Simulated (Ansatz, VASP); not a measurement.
Pd in VASP and in Ansatz

File INCAR:

```
SYSTEM = Pd
PREC     = Accurate       ! precision mode
ENCUT    = 520            ! plane-wave cutoff, eV
EDIFF    = 1E-6           ! SCF threshold, eV
ISMEAR   = -1             ! smearing method
SIGMA    = 0.05           ! smearing width, eV
LREAL    = .False.        ! projectors in reciprocal space
LASPH    = .True.         ! aspherical terms in the spheres
NELM     = 80             ! most SCF steps
ALGO     = Normal         ! electronic algorithm
ISIF     = 2              ! what is computed and relaxed
LWAVE    = .False.        ! write WAVECAR
LCHARG   = .True.         ! write CHGCAR
GGA      = CA             ! functional
LELF     = .True.         ! ELF
LVHAR    = .True.       
NBANDS   = 11             ! bands
```

The input KPOINTS:

```
regular mesh
0
Gamma
  18 18 18
  0 0 0
```

File POSCAR:

```
Pd
1.0
    0.0000000000      1.9449000000      1.9254510000
    1.9449000000      0.0000000000      1.9254510000
    1.9449000000      1.9449000000      0.0000000000
Pd
1
Direct
    0.0000000000      0.0000000000      0.0000000000
```

Input for Ansatz:

```yaml
crystal:
  lattice:
    - [0.0, 1.9449, 1.925451]
    - [1.9449, 0.0, 1.925451]
    - [1.9449, 1.9449, 0.0]
  atoms:
    - { symbol: Pd, position: [0.0, 0.0, 0.0] }
kpoints:
  mp_grid: { grid: [18, 18, 18] }
  band_path:
    path:
      - [0.0, 0.0, 0.0]
      - [0.0, 0.5, 0.5]
      - [0.25, 0.75, 0.5]
      - [0.0, 0.5, 0.0]
      - [0.0, 0.0, 0.0]
      - [0.5, 0.5, 0.0]
      - [0.3775380063, 0.6224619937, 0.0]
      - [-0.3775380063, 0.3775380063, 0.0]
      - [0.0, 0.0, 0.0]
    npoints: 5
scf:
  occupations: { method: fermi_dirac, width: 0.05 }
hamiltonian:
  xc: lda
  pseudopotentials: { kind: all_electron, lapw: { basis_error: 0.00025 } }
output:
  forces: true
  stress: true
  eigenvalues: true
```

Change from the starting cell: zz strain of -1 %.

Alike in both runs: task single point; functional LDA; k mesh 18 × 18 × 18; occupations fermi-dirac, width 0.05 eV; no spin polarisation.

```csv
,VASP,Ansatz
version,VASP 6.6.1,Ansatz 0.2.0
potentials or method,"VASP PAW LDA potentials, release 64 (Pd), cutoff 520 eV","all-electron LAPW, scalar-relativistic"
```

Ansatz gave:

- pressure (GPa): -6.1
- traceless stress, the component that is largest in VASP (GPa): 0.41

**Question.** What did VASP give for the same quantities?

**Answer.** Pressure (GPa): -5.9; traceless stress, the component that is largest in VASP (GPa): 0.40.

LDA's correlation is that of Perdew and Zunger in VASP and of Perdew and Wang (1992) in Ansatz. Ansatz ran all-electron here, and VASP with PAW potentials.
